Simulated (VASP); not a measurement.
Here is a VASP 6.6.1 calculation.

The input INCAR:

```
PREC = Accurate
ENCUT = 520
EDIFF = 1E-6
ISMEAR = -1
SIGMA = 0.05
LREAL = Auto
LASPH = T
NELM = 120
ALGO = Normal
ISIF = 2
LWAVE = F
LCHARG = F
GGA = PE
NBANDS = 166
NELECT = 256.0
ISYM = -1
GGA_COMPAT = F
```

File KPOINTS:

```
explicit points
1
Reciprocal
  0.25000000   0.25000000   0.25000000 1
```

POSCAR

```
Mg32HO32
1.0
    8.4288080000      0.0000000000      0.0000000000
    0.0000000000      8.4288080000      0.0000000000
    0.0000000000      0.0000000000      8.4288080000
O Mg H
32 32 1
Direct
    0.2513150000      0.9997060000      0.9997580000
    0.2513230000      0.9948050000      0.4993740000
    0.2513280000      0.4993270000      0.9948760000
    0.2528810000      0.4980180000      0.4980700000
    0.7510420000      0.9996510000      0.9996970000
    0.7510120000      0.9996710000      0.4994020000
    0.7510160000      0.4993560000      0.9997210000
    0.7557400000      0.4993370000      0.4993780000
    0.0016600000      0.2497200000      0.9996790000
    0.0020700000      0.2484100000      0.4998200000
    0.0019250000      0.7487630000      0.9985050000
    0.0042760000      0.7463740000      0.4984700000
    0.5001680000      0.2504980000      0.0003050000
    0.4959330000      0.2547180000      0.5001170000
    0.5009780000      0.7490660000      0.9996400000
    0.5022700000      0.7486520000      0.4998090000
    0.0016590000      0.9996240000      0.2497700000
    0.0019230000      0.9984620000      0.7488050000
    0.0020710000      0.4997800000      0.2484500000
    0.0042680000      0.4984270000      0.7464360000
    0.5001630000      0.0002560000      0.2505480000
    0.5009730000      0.9995950000      0.7491040000
    0.4959660000      0.5000800000      0.2547260000
    0.5022840000      0.4997750000      0.7487070000
    0.2507170000      0.2549420000      0.2549880000
    0.2509030000      0.2483650000      0.7487060000
    0.2509020000      0.7486530000      0.2484190000
    0.2522460000      0.7463770000      0.7464300000
    0.7504620000      0.2505060000      0.2505520000
    0.7510760000      0.2497110000      0.7491090000
    0.7510860000      0.7490730000      0.2497550000
    0.7522190000      0.7487590000      0.7488010000
    0.0003850000      0.9992160000      0.9992660000
    0.9988480000      0.9966130000      0.4992730000
    0.9988640000      0.4992280000      0.9966710000
    0.9957720000      0.4975850000      0.4976350000
    0.5019610000      0.9999980000      0.0000430000
    0.5031180000      0.9986850000      0.4996540000
    0.5031220000      0.4996110000      0.9987510000
    0.5223460000      0.5060120000      0.5060380000
    0.2510890000      0.2476050000      0.9987260000
    0.2445880000      0.2279360000      0.5061940000
    0.2514510000      0.7517990000      0.9966850000
    0.2530940000      0.7548810000      0.4976440000
    0.7506960000      0.2487430000      0.0000450000
    0.7519530000      0.2476030000      0.4996490000
    0.7514760000      0.7502900000      0.9992560000
    0.7539980000      0.7517580000      0.4992800000
    0.2510850000      0.9986600000      0.2476450000
    0.2514500000      0.9966290000      0.7518610000
    0.2446160000      0.5061450000      0.2280340000
    0.2530980000      0.4975880000      0.7549380000
    0.7506970000      0.0000010000      0.2487900000
    0.7514720000      0.9992120000      0.7503330000
    0.7519600000      0.4996080000      0.2476390000
    0.7539960000      0.4992360000      0.7518070000
    0.0007040000      0.2492280000      0.2492730000
    0.0003030000      0.2481690000      0.7504180000
    0.0003030000      0.7503670000      0.2482030000
    0.0019560000      0.7486930000      0.7487450000
    0.5002340000      0.2504880000      0.2505300000
    0.5014920000      0.2491980000      0.7500400000
    0.5015070000      0.7500000000      0.2492230000
    0.5025440000      0.7503670000      0.7504170000
    0.3199660000      0.4296960000      0.4298300000
```

Potentials or basis: VASP PAW PBE potentials, release 64 (O, Mg, H).

Run with:

```sh
$ cat potpaw_PBE.64/O/POTCAR potpaw_PBE.64/Mg/POTCAR potpaw_PBE.64/H/POTCAR > POTCAR
$ mpirun -np 1 vasp_std > vasp.out
```

**Question.** What does it give for the largest force?

**Answer.** 0.117 eV/Å.

Forces on the atoms (eV/Å):
```
O    0.002  0.000  0.000
O    0.001 -0.006 -0.001
O    0.000 -0.003 -0.007
O    0.027 -0.036 -0.036
O    0.006 -0.003 -0.003
O    0.004  0.000  0.000
O    0.004  0.001 -0.001
O    0.006 -0.001 -0.001
O    0.007 -0.003 -0.002
O    0.003  0.004 -0.001
O    0.000 -0.002 -0.004
O    0.003 -0.005  0.002
O   -0.002  0.006  0.007
O    0.016 -0.020  0.005
O    0.005 -0.006 -0.003
O   -0.005 -0.004  0.001
O    0.007 -0.001 -0.003
O    0.001 -0.004 -0.001
O    0.003 -0.001  0.005
O    0.004  0.002 -0.006
O   -0.001  0.007  0.006
O    0.004 -0.003 -0.006
O    0.015  0.005 -0.018
O   -0.006  0.001 -0.004
O   -0.006 -0.020 -0.020
O    0.002  0.005 -0.005
O    0.002 -0.004  0.004
O   -0.003 -0.006 -0.005
O    0.000  0.006  0.008
O    0.006 -0.003 -0.007
O    0.005 -0.007 -0.003
O    0.002 -0.002 -0.001
Mg  -0.002  0.002  0.002
Mg   0.004  0.006  0.000
Mg   0.003  0.000  0.006
Mg  -0.006  0.003  0.002
Mg  -0.001  0.002  0.002
Mg  -0.007  0.006 -0.001
Mg  -0.007 -0.001  0.005
Mg   0.008 -0.006 -0.005
Mg   0.000  0.006  0.004
Mg   0.011 -0.003 -0.006
Mg   0.000 -0.004  0.006
Mg  -0.001  0.005  0.000
Mg  -0.003  0.001  0.001
Mg  -0.006  0.006 -0.001
Mg  -0.004  0.000  0.003
Mg  -0.006 -0.003  0.000
Mg   0.000  0.004  0.006
Mg   0.000  0.006 -0.004
Mg   0.010 -0.006 -0.004
Mg  -0.001  0.001  0.005
Mg  -0.003  0.002  0.000
Mg  -0.005  0.003  0.000
Mg  -0.007 -0.001  0.006
Mg  -0.006  0.000 -0.003
Mg  -0.009 -0.003 -0.003
Mg  -0.003  0.000  0.003
Mg  -0.003  0.003  0.001
Mg  -0.006  0.005  0.005
Mg   0.008 -0.006 -0.006
Mg   0.000 -0.001  0.006
Mg  -0.001  0.006  0.000
Mg  -0.002  0.002  0.001
H   -0.068  0.067  0.067
```

Caveat: the cell carries a net charge on a neutralising background, which shifts energy and pressure.
